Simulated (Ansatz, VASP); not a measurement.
**Two plane-wave programs on SiO2**

Contents of INCAR:

```
  PREC = Accurate
  ENCUT = 520
  EDIFF = 1E-6
  ISMEAR = 0
  SIGMA = 0.05
  LREAL = False
  LASPH = True
  NELM = 100
  ALGO = Normal
  ISIF = 2
  LWAVE = False
  LCHARG = False
  GGA = PE
  NBANDS = 25
```

The input KPOINTS:

```
Automatic mesh
0
Gamma
  6 6 6
```

File POSCAR:

```
SiO2
1.0
   -2.5133692696      2.5133692696      3.6893906705
    2.5133692696     -2.5133692696      3.6893906705
    2.5133692696      2.5133692696     -3.6893906705
Si O
2 4
Direct
    0.0000000000      0.0000000000      0.0000000000
    0.7500000000      0.2500000000      0.5000000000
    0.9222506270      0.6250000000      0.7972506270
    0.3750000000      0.1722506270      0.2972506270
    0.8277493730      0.1250000000      0.2027493730
    0.8750000000      0.0777493730      0.7027493730
```

Input for Ansatz:

```yaml
crystal:
  lattice:
    - [-2.5133692696, 2.5133692696, 3.6893906705]
    - [2.5133692696, -2.5133692696, 3.6893906705]
    - [2.5133692696, 2.5133692696, -3.6893906705]
  atoms:
    - { symbol: Si, position: [0.0, 0.0, 0.0] }
    - { symbol: Si, position: [0.75, 0.25, 0.5] }
    - { symbol: O, position: [0.922250627, 0.625, 0.797250627] }
    - { symbol: O, position: [0.375, 0.172250627, 0.297250627] }
    - { symbol: O, position: [0.827749373, 0.125, 0.202749373] }
    - { symbol: O, position: [0.875, 0.077749373, 0.702749373] }
basis:
  ecutwfc: 420
kpoints:
  mp_grid: { grid: [6, 6, 6] }
hamiltonian:
  xc: pbe
scf:
  occupations: { method: gaussian, width: 0.05 }
output:
  forces: true
  stress: true
  eigenvalues: true
```

Change from the starting cell: mode 6 (300.7 1/cm) frozen in, largest displacement +0.225 Å.

Alike in both runs: task single point; functional PBE; k mesh 6 × 6 × 6; occupations gaussian, width 0.05 eV; no spin polarisation.

```csv
,VASP,Ansatz
version,VASP 6.6.1,Ansatz 0.2.0
potentials or method,"VASP PAW PBE potentials, release 64 (Si, O), cutoff 520 eV","scalar-relativistic, plane waves, PAW"
valence electrons in the cell,32,32
```

Ansatz gave:

```
gap on the k mesh at the Fermi level (eV)                     : 5.75
least direct gap on the mesh (eV)                             : 5.75
pressure (GPa)                                                : 13.4
traceless stress, the component that is largest in VASP (GPa) : -0.88
rms of the force components (eV/Å)                            : 0.271
```

Q: What did VASP give for the same quantities?

A: gap on the k mesh at the Fermi level (eV): 5.75; least direct gap on the mesh (eV): 5.75; pressure (GPa): 13.5; traceless stress, the component that is largest in VASP (GPa): -0.87; rms of the force components (eV/Å): 0.269.

Atom by atom the forces differ by 0.002 eV/Å (rms over components). The functional is the same, so the differences come from potentials, cutoffs and numerics.
